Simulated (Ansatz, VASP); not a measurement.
One calculation of Pt3Pb, two programs

Contents of INCAR:

```
SYSTEM = Pt3Pb
PREC = Accurate
ENCUT = 520
EDIFF = 1E-6
ISMEAR = -1
SIGMA = 0.15
LREAL = .FALSE.
LASPH = .TRUE.
NELM = 100
ALGO = Fast
ISIF = 2
LWAVE = .FALSE.
LCHARG = .FALSE.
GGA = CA
NBANDS = 30
```

File KPOINTS:

```
Automatic mesh
0
G
  10 10 10
  0 0 0
```

File POSCAR:

```
Pt3Pb
1.0
    4.0672064752      0.0000000000      0.0000000000
    0.0000000000      4.0672064752      0.0000000000
    0.0000000000      0.0000000000      4.0672064752
Pt Pb
3 1
Direct
    0.0000000000      0.5000000000      0.5000000000
    0.5000000000      0.0000000000      0.5000000000
    0.5000000000      0.5000000000      0.0000000000
    0.0000000000      0.0000000000      0.0000000000
```

Input for Ansatz:

```yaml
crystal:
  lattice:
    - [4.0672064752, 0.0, 0.0]
    - [0.0, 4.0672064752, 0.0]
    - [0.0, 0.0, 4.0672064752]
  atoms:
    - { symbol: Pt, position: [0.0, 0.5, 0.5] }
    - { symbol: Pt, position: [0.5, 0.0, 0.5] }
    - { symbol: Pt, position: [0.5, 0.5, 0.0] }
    - { symbol: Pb, position: [0.0, 0.0, 0.0] }
basis:
  ecutwfc: 420
kpoints:
  mp_grid: { grid: [10, 10, 10] }
hamiltonian:
  xc: lda
scf:
  occupations: { method: fermi_dirac, width: 0.15 }
output:
  forces: true
  stress: true
  eigenvalues: true
```

Alike in both runs: task single point; functional LDA; k mesh 10 × 10 × 10; occupations fermi-dirac, width 0.15 eV; no spin polarisation.

|  | VASP | Ansatz |
| --- | --- | --- |
| version | VASP 6.6.1 | Ansatz 0.2.0 |
| potentials or method | VASP PAW LDA potentials, release 64 (Pt, Pb_d), cutoff 520 eV | scalar-relativistic, plane waves, PAW |
| valence electrons in the cell | 44 | 68 |

|  | VASP | Ansatz | Ansatz less VASP |
| --- | --- | --- | --- |
| gap on the k mesh at the Fermi level (eV) | none | none | - |
| pressure (GPa) | -3.5 | -4.1 | -0.61 |

LDA's correlation is that of Perdew and Zunger in VASP and of Perdew and Wang (1992) in Ansatz. A gap of «none» marks a metal or a gap that the smearing closes. VASP's potentials hold 44 valence electrons a cell and Ansatz's 68, so a difference there can come from the potentials and not from the codes.

Spin-orbit coupling is off throughout.
